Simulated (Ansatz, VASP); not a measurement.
## Two plane-wave programs on Au

The input INCAR:

```
SYSTEM = Au
PREC     = Accurate       ! precision mode
ENCUT    = 600            ! plane-wave cutoff, eV
EDIFF    = 1E-6           ! SCF threshold, eV
ISMEAR   = 0              ! smearing method
SIGMA    = 0.1            ! smearing width, eV
LREAL    = .FALSE.        ! projectors in reciprocal space
LASPH    = .TRUE.         ! aspherical terms in the spheres
NELM     = 100            ! most SCF steps
ALGO     = Fast           ! electronic algorithm
ISIF     = 3              ! what is computed and relaxed
LWAVE    = .FALSE.        ! write WAVECAR
LCHARG   = .FALSE.        ! write CHGCAR
GGA      = PE             ! functional
IBRION   = 2              ! ionic algorithm
NSW      = 100            ! ionic steps
EDIFFG   = -0.01          ! ionic threshold
```

The input KPOINTS:

```
Automatic mesh
0
G
  24 24 24
  0 0 0
```

POSCAR

```
Au
1.0
   -1.8095532504      1.8095532504      1.4066269757
    1.8095532504     -1.8095532504      1.4066269757
    1.8095532504      1.8095532504     -1.4066269757
Au
1
Direct
    0.5000000000      0.5000000000      0.0000000000
```

Input for Ansatz:

```yaml
crystal:
  lattice:
    - [-1.8095532504, 1.8095532504, 1.4066269757]
    - [1.8095532504, -1.8095532504, 1.4066269757]
    - [1.8095532504, 1.8095532504, -1.4066269757]
  atoms:
    - { symbol: Au, position: [0.5, 0.5, 0.0] }
basis:
  ecutwfc: 420
kpoints:
  mp_grid: { grid: [24, 24, 24] }
hamiltonian:
  xc: pbe
scf:
  occupations: { method: gaussian, width: 0.1 }
output:
  forces: true
  stress: true
  eigenvalues: true
relax:
  adjacent_minimum: "off"
  f_tol: 0.01
  max_steps: 80
  cell: { stress_tol: 0.05 }
```

Alike in both runs: task relaxation of cell and atoms; functional PBE; k mesh 24 × 24 × 24; occupations gaussian, width 0.1 eV; no spin polarisation.

|  | VASP | Ansatz |
| --- | --- | --- |
| version | VASP 6.6.1 | Ansatz 0.2.0 |
| potentials or method | VASP PAW PBE potentials, release 64 (Au), cutoff 600 eV | scalar-relativistic, plane waves, PAW |
| valence electrons in the cell | 11 | 19 |

VASP gave:

```
gap on the k mesh at the Fermi level, each at its own relaxed structure (eV)  : none
relaxed volume (Å³/atom)                                                      : 18.10
relaxed length of the cell vector where the two differ most in proportion (Å) : 2.884
```

Problem. Which values does Ansatz return?

Solution. gap on the k mesh at the Fermi level, each at its own relaxed structure (eV): none; relaxed volume (Å³/atom): 18.11; relaxed length of the cell vector where the two differ most in proportion (Å): 2.884.

A gap of «none» marks a metal or a gap that the smearing closes. VASP's potentials hold 11 valence electrons a cell and Ansatz's 19, so a difference there can come from the potentials and not from the codes.

Spin-orbit coupling is off throughout.
